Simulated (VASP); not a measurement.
# CuO (Cccm) in VASP: further runs

Aim: see how the results for CuO move with the level of theory and the settings. Levels: PBEsol+D3(BJ), RPBE. Tasks: single point.

Everything below comes from runs of VASP 6.6.1. Logs are shortened: lines on timing, memory, paths and dates and some standing lists are left out, and cuts for length are marked.

### 1 The cell of the first run

The structure is orthorhombic, space group Cccm (No. 66). Conventional cell: a = 4.036 Å, b = 4.066 Å, c = 5.085 Å, α = 90.00°, β = 90.00°, γ = 90.00°. Cu (site symmetry 2/m) has 4 O at 1.92 Å within 2.5 Å. Within 2.6 Å of O (site symmetry 222) lie 4 Cu at 1.92 Å and 2 O at 2.54 Å.

### 2 Single point, PBEsol+D3(BJ)

Contents of INCAR:

```
SYSTEM = CuO
ALGO     = Normal         ! electronic algorithm
EDIFF    = 1E-6           ! SCF threshold, eV
ENCUT    = 520            ! plane-wave cutoff, eV
GGA      = PS             ! functional
ISIF     = 2              ! what is computed and relaxed
ISMEAR   = -1             ! smearing method
IVDW     = 12             ! dispersion correction
LASPH    = .True.         ! aspherical terms in the spheres
LCHARG   = .True.         ! write CHGCAR
LELF     = .True.         ! ELF
LREAL    = .False.        ! projectors in reciprocal space
LVHAR    = .True.       
LWAVE    = .False.        ! write WAVECAR
NBANDS   = 25             ! bands
NELM     = 100            ! most SCF steps
PREC     = Accurate       ! precision mode
SIGMA    = 0.05           ! smearing width, eV
```

Contents of KPOINTS:

```
k-points
0
Gamma
  9 9 5
  0 0 0
```

Contents of POSCAR:

```
CuO
1.0
    2.0179685610     -2.0331332810      0.0000000000
    2.0179685610      2.0331332810      0.0000000000
    0.0000000000      0.0000000000      5.0845406032
Cu O
2 2
Direct
    0.5000000000      0.0000000000      0.0000000000
    0.0000000000      0.5000000000      0.5000000000
    0.5000000000      0.5000000000      0.2500000000
    0.5000000000      0.5000000000      0.7500000000
```

Potentials or basis: VASP PAW PBE potentials, release 64 (Cu, O).

Command:

```bash
$ cat potpaw_PBE.64/Cu/POTCAR potpaw_PBE.64/O/POTCAR > POTCAR
$ mpirun -np 1 vasp_std > vasp.out
```

OUTCAR:

```text
SYSTEM = CuO
   EDIFF = 1E-6
   ENCUT = 520
   GGA = PS
   ISIF = 2
   ISMEAR = -1
   IVDW = 12
   LASPH = .True.
   LREAL = .False.
   NELM = 100
   PREC = Accurate
 IVDW          = 12

 ion  position               nearest neighbor table
   1  0.500  0.000  0.000-   3 1.92   4 1.92   3 1.92   4 1.92
   2  0.000  0.500  0.500-   3 1.92   4 1.92   3 1.92   4 1.92
   3  0.500  0.500  0.250-   1 1.92   2 1.92   1 1.92   2 1.92
   4  0.500  0.500  0.750-   1 1.92   2 1.92   1 1.92   2 1.92

  LATTYP: Found a base centered orthorhombic cell.
 ALAT       =     4.0359371220
 B/A-ratio  =     1.0075148445
 C/A-ratio  =     1.2598166050

  Lattice vectors:

 A1 = (   2.0179685610,  -2.0331332810,   0.0000000000)
 A2 = (   2.0179685610,   2.0331332810,   0.0000000000)
 A3 = (   0.0000000000,   0.0000000000,   5.0845406032)

Analysis of symmetry for initial positions (statically):
=====================================================================
 Subroutine PRICEL returns:
 Original cell was already a primitive cell.

 Routine SETGRP: Setting up the symmetry group for a
 base centered orthorhombic supercell.

 Subroutine GETGRP returns: Found  8 space group operations
 (whereof  4 operations were pure point group operations)
 out of a pool of  8 trial point group operations.

The static configuration has the point symmetry C_2h.
 The point group associated with its full space group is D_2h.

Analysis of symmetry for dynamics (positions and initial velocities):
=====================================================================
 Subroutine PRICEL returns:
 Original cell was already a primitive cell.

 Routine SETGRP: Setting up the symmetry group for a
 base centered orthorhombic supercell.

 Subroutine GETGRP returns: Found  8 space group operations
 (whereof  4 operations were pure point group operations)
 out of a pool of  8 trial point group operations.

The dynamic configuration has the point symmetry C_2h.
 The point group associated with its full space group is D_2h.

 Subroutine INISYM returns: Found  8 space group operations
 (whereof  4 operations are pure point group operations),
 and found     1 'primitive' translations

----------------------------------------------------------------------------------------

                                     Primitive cell

  volume of cell :      41.7217

  direct lattice vectors                    reciprocal lattice vectors
     2.017968561 -2.033133281  0.000000000     0.247773930 -0.245925835  0.000000000
     2.017968561  2.033133281  0.000000000     0.247773930  0.245925835  0.000000000
     0.000000000  0.000000000  5.084540603     0.000000000  0.000000000  0.196674602

  length of vectors
     2.864581654  2.864581654  5.084540603     0.349100897  0.349100897  0.196674602

  position of ions in fractional coordinates (direct lattice)
     0.500000000  0.000000000  0.000000000
     0.000000000  0.500000000  0.500000000
     0.500000000  0.500000000  0.250000000
     0.500000000  0.500000000  0.750000000

  ion indices of the primitive-cell ions
   primitive index   ion index
                 1           1
                 2           2
                 3           3
                 4           4

----------------------------------------------------------------------------------------

 KPOINTS: k-points

Automatic generation of k-mesh.
 Grid dimensions read from file:
 generate k-points for:    9    9    5

 Generating k-lattice:

  Cartesian coordinates                     Fractional coordinates (reciprocal lattice)
     0.027530437 -0.027325093  0.000000000     0.111111111  0.000000000  0.000000000
     0.027530437  0.027325093  0.000000000     0.000000000  0.111111111  0.000000000
     0.000000000  0.000000000  0.039334920     0.000000000  0.000000000  0.200000000

  Length of vectors
     0.038788989  0.038788989  0.039334920

  Shift w.r.t. Gamma in fractional coordinates (k-lattice)
     0.000000000  0.000000000  0.000000000

 Subroutine IBZKPT returns following result:
 ===========================================

 Found     75 irreducible k-points:

 Following reciprocal coordinates:
            Coordinates               Weight
  0.000000  0.000000  0.000000      1.000000
  0.111111  0.000000  0.000000      4.000000
  0.222222  0.000000  0.000000      4.000000
  0.333333  0.000000  0.000000      4.000000
  0.444444  0.000000  0.000000      4.000000
  0.111111  0.111111  0.000000      2.000000
[... 16 lines left out ...]
 -0.333333  0.333333  0.000000      2.000000
  0.444444  0.444444  0.000000      2.000000
 [... further k-points ...]
   k-points           NKPTS =     75   k-points in BZ     NKDIM =     75   number of bands    NBANDS=     25
   number of dos      NEDOS =    301   number of ions     NIONS =      4
   total plane-waves  NPLWV =  23040
   dimension x,y,z NGX =    24 NGY =   24 NGZ =   40
   dimension x,y,z NGXF=    48 NGYF=   48 NGZF=   80
   ions per type =               2   2
   NGX,Y,Z   is equivalent  to a cutoff of  13.93, 13.93, 13.08 a.u.
   NGXF,Y,Z  is equivalent  to a cutoff of  27.86, 27.86, 26.16 a.u.
 SYSTEM =  CuO
   PREC   = accura    normal or accurate (medium, high low for compatibility)
   ISTART =      0    job   : 0-new  1-cont  2-samecut
   ICHARG =      2    charge: 1-file 2-atom 10-const
   ISPIN  =      1    spin polarized calculation?
   LNONCOLLINEAR =      F non collinear calculations
   LSORBIT =      F    spin-orbit coupling
   LASPH  =      T    aspherical Exc in radial PAW
   ENCUT  =  520.0 eV  38.22 Ry    6.18 a.u.   5.33  5.33  9.45*2*pi/ulx,y,z
   NELM   =    100;   NELMIN=  2; NELMDL= -5     # of ELM steps
   EDIFF  = 0.1E-05   stopping-criterion for ELM
   LREAL  =      F    real-space projection
   EDIFFG = 0.1E-04   stopping-criterion for IOM
   NSW    =      0    number of steps for IOM
   IBRION =     -1    ionic relax: 0-MD 1-quasi-New 2-CG
   NFREE  =      0    steps in history (QN), initial steepest desc. (CG)
   ISIF   =      2    stress and relaxation
   ISYM   =      2    0-nonsym 1-usesym 2-fastsym
   POTIM  = 0.5000    time-step for ionic-motion
   TEBEG  =    0.0;   TEEND  =   0.0 temperature during run
   PSTRESS=    0.0 pullay stress
   NELECT =      34.0000    total number of electrons
   NUPDOWN=      -1.0000    fix difference up-down
   EMIN   =  10.00;   EMAX   =-10.00  energy-range for DOS
   EFERMI =   0.00;   METHOD = LEGACY
   ISMEAR =    -1;   SIGMA  =   0.05  broadening in eV -4-tet -1-fermi 0-gaus
   EFERMI_NEDOS =   21; number of points for ismear=-14 and -15
   IALGO  =     38    algorithm
   IMIX   =      4    mixing-type and parameters
     AMIX     =   0.40;   BMIX     =  1.00
     AMIX_MAG =   1.60;   BMIX_MAG =  1.00
  volume/ion in A,a.u.               =      10.43        70.39
  Fermi-wavevector in a.u.,A,eV,Ry     =   1.529140  2.889655 31.814069  2.338268
  Thomas-Fermi vector in A             =   2.636802
   LORBIT       =      0    0 simple, 1 ext, 2 COOP (PROOUT), +10 PAW based schemes
   GGA     = PS    functional components
   LHFCALC =     F    Hartree Fock is set to
   AEXX    =    0.0000 exact exchange contribution
   IVDW    =    12    specifies the selected vdW correction
   LEPSILON=     F    determine dielectric tensor
   LRPA    =     F    only Hartree local field effects (RPA)
 non-spin polarized calculation
  energy-cutoff  :      520.00
  volume of cell :       41.72
 maximum number of plane-waves:      1141
 NGX is ok and might be reduce to    24
   NGX = 11   NGY = 11   NGZ = 19

 number of electron      33.9999964 magnetization

 Free energy of the ion-electron system (eV)
  ---------------------------------------------------
  ext. energy  EPLUGINS =         0.00000000
  ---------------------------------------------------
  free energy    TOTEN  =       -21.46908137 eV

  energy without entropy =      -21.45034645  energy(sigma->0) =      -21.45971391

 E-fermi :   5.4837     XC(G=0): -11.9342

 val. band max:        5.4558852058   @ k =   0.4444   0.4444   0.4000
 cond. band min:       5.5300633849   @ k =   0.2222   0.1111   0.0000
 fundamental gap:      0.0741781791
 Fermi energy:         5.4837370110

 k-point     1 :       0.0000    0.0000    0.0000
  band No.  band energies     occupation
      1     -14.7620      2.00000
      2     -13.2990      2.00000
      3      -3.2634      2.00000
      4      -0.3519      2.00000
      5      -0.3359      2.00000
      6       1.4127      2.00000
[... 17 lines left out ...]
     24      20.3349      0.00000
     25      20.5030      0.00000

 k-point     2 :       0.1111    0.0000    0.0000
  band No.  band energies     occupation
      1     -14.6869      2.00000
      2     -13.2763      2.00000
      3      -3.1410      2.00000
      4      -0.4209      2.00000
      5      -0.3080      2.00000
      6       0.7521      2.00000
[... 17 lines left out ...]
     24      20.5702      0.00000
     25      20.5981      0.00000

 k-point     3 :       0.2222    0.0000    0.0000
  band No.  band energies     occupation
      1     -14.4889      2.00000
      2     -13.2180      2.00000
      3      -2.8150      2.00000
      4      -0.5626      2.00000
      5      -0.4236      2.00000
      6      -0.2163      2.00000
[... 17 lines left out ...]
     24      20.5099      0.00000
     25      21.0584      0.00000

 k-point     4 :       0.3333    0.0000    0.0000
  band No.  band energies     occupation
      1     -14.2481      2.00000
      2     -13.1504      2.00000
      3      -2.4121      2.00000
      4      -1.4737      2.00000
      5      -0.6326      2.00000
      6      -0.1073      2.00000
[... 17 lines left out ...]
     24      19.6700      0.00000
     25      20.8454      0.00000
[... 477 lines left out ...]
 k-point    22 :      -0.4444    0.3333    0.0000
  band No.  band energies     occupation
      1     -13.6202      2.00000
      2     -13.0016      2.00000
      3      -1.7157      2.00000
      4      -1.1661      2.00000
      5      -1.0587      2.00000
      6      -0.3531      2.00000
[... 17 lines left out ...]
     24      17.7328      0.00000
     25      18.3748      0.00000

 k-point    23 :      -0.3333    0.3333    0.0000
  band No.  band energies     occupation
      1     -13.7745      2.00000
      2     -13.0360      2.00000
      3      -1.4995      2.00000
      4      -1.2428      2.00000
      5      -1.0523      2.00000
      6      -0.4477      2.00000
[... 17 lines left out ...]
     24      17.5675      0.00000
     25      19.5621      0.00000

 k-point    24 :       0.4444    0.4444    0.0000
  band No.  band energies     occupation
      1     -13.4707      2.00000
      2     -12.9704      2.00000
      3      -1.6166      2.00000
      4      -1.6048      2.00000
      5      -0.7917      2.00000
      6      -0.2522      2.00000
[... 17 lines left out ...]
     24      16.9065      0.00000
     25      17.5784      0.00000

 [... further k-points ...]

------------------------ aborting loop because EDIFF is reached ----------------------------------------

 Edisp (eV)   -0.91182

 E8    (eV) :    -0.5539

  FORCE on cell =-STRESS in cart. coord.  units (eV):
  Direction    XX          YY          ZZ          XY          YZ          ZX
  --------------------------------------------------------------------------------------
  -------------------------------------------------------------------------------------
  Total       0.17932     0.16592     0.30376    -0.00000     0.00000     0.00000
  in kB       6.88604     6.37150    11.66474    -0.00000     0.00000     0.00000
  external pressure =        8.31 kB  Pullay stress =        0.00 kB

 VOLUME and BASIS-vectors are now :
 -----------------------------------------------------------------------------
  energy-cutoff  :      520.00
  volume of cell :       41.72
      direct lattice vectors                 reciprocal lattice vectors
     2.017968561 -2.033133281  0.000000000     0.247773930 -0.245925835  0.000000000
     2.017968561  2.033133281  0.000000000     0.247773930  0.245925835  0.000000000
     0.000000000  0.000000000  5.084540603     0.000000000  0.000000000  0.196674602

 POSITION                                       TOTAL-FORCE (eV/Angst)
 -----------------------------------------------------------------------------------
      1.00898     -1.01657      0.00000        -0.000000     -0.000000      0.000000
      1.00898      1.01657      2.54227         0.000000     -0.000000      0.000000
      2.01797      0.00000      1.27114         0.000000      0.000000      0.000000
      2.01797      0.00000      3.81341         0.000000     -0.000000      0.000000
 -----------------------------------------------------------------------------------
    total drift:                                0.000000     -0.000000     -0.000000

  FREE ENERGIE OF THE ION-ELECTRON SYSTEM (eV)
  ---------------------------------------------------
  free  energy   TOTEN  =       -22.3809010020 eV

  energy  without entropy=      -22.3621660876  energy(sigma->0) =      -22.37153354
```

Wall time 28 s (1 thread of Intel Xeon 6975P-C (Granite Rapids), shared host); peak memory 0.21 GiB.

Results:

| Property | Result |
| --- | --- |
| Free energy | -22.3809 eV |
| Pressure | 0.8 GPa |
| Band gap on the k mesh | zero (bands 17 and 18 overlap by 0.99 eV) |
| Dispersion energy per atom | -0.228 eV |

Levels at points of the mesh, in eV from the Fermi level:
| k point | band 14 | band 15 | band 16 | band 17 | band 18 | band 19 | band 20 | band 21 |
| --- | --- | --- | --- | --- | --- | --- | --- | --- |
| (0.00, 0.00, 0.00) | -2.53 | -2.44 | -2.06 | 0.72 | 0.74 | 1.54 | 6.08 | 7.51 |

Caveat: the PAW data sets were made with another functional, which shifts forces and pressure a little; semilocal functionals often make such compounds metallic where correlation or magnetic order opens a gap, which also shifts bond lengths.

### 3 Single point, RPBE

This run uses another cell than the first one, of 11.61 Å³/atom.

Contents of INCAR:

```
PREC = Accurate
ENCUT = 520
EDIFF = 1E-7
ISMEAR = -1
SIGMA = 0.05
LREAL = F
LASPH = T
NELM = 80
ALGO = Normal
ISIF = 2
LWAVE = F
LCHARG = F
GGA = RP
NBANDS = 25
```

Contents of KPOINTS:

```
Automatic mesh
0
Gamma
  9 9 5
```

Contents of POSCAR:

```
CuO
1.0
    2.1122989384     -2.1172812454      0.0000000000
    2.1122989384      2.1172812454      0.0000000000
    0.0000000000      0.0000000000      5.1921356254
Cu O
2 2
Direct
    0.5000000000      0.0000000000      0.0000000000
    0.0000000000      0.5000000000      0.5000000000
    0.5000000000      0.5000000000      0.2500000000
    0.5000000000      0.5000000000      0.7500000000
```

Potentials or basis: VASP PAW PBE potentials, release 64 (Cu, O).

Command:

```bash
$ cat potpaw_PBE.64/Cu/POTCAR potpaw_PBE.64/O/POTCAR > POTCAR
$ mpirun -np 1 vasp_std > vasp.out
```

Run time: 29 s. Hardware: 1 thread of Intel Xeon 6975P-C (Granite Rapids), shared host; peak memory 0.2 GiB.

Results (log left out):

* Free energy: -18.0521 eV
* Pressure: 0.6 GPa
* Band gap on the k mesh: zero (bands 17 and 18 overlap by 0.89 eV)

Stress tensor (GPa, compression positive):
```
0.47 0.00 0.00
0.00 0.44 0.00
0.00 0.00 0.83
```

Levels at points of the mesh, in eV from the Fermi level:
```tsv
k point	band 13	band 14	band 15	band 16	band 17	band 18	band 19	band 20	band 21	band 22
(0.00, 0.00, 0.00)	-2.24	-2.21	-2.15	-1.77	0.67	0.67	1.37	6.14	7.20	13.08
```

Caveat: the PAW data sets were made with another functional, which shifts forces and pressure a little; semilocal functionals often make such compounds metallic where correlation or magnetic order opens a gap, which also shifts bond lengths. With open d or f shells a metallic result of RPBE can be an artefact of self-interaction; +U or a hybrid may open a gap.

The gap in the log of VASP goes by the Fermi energy; the results here count the filled bands.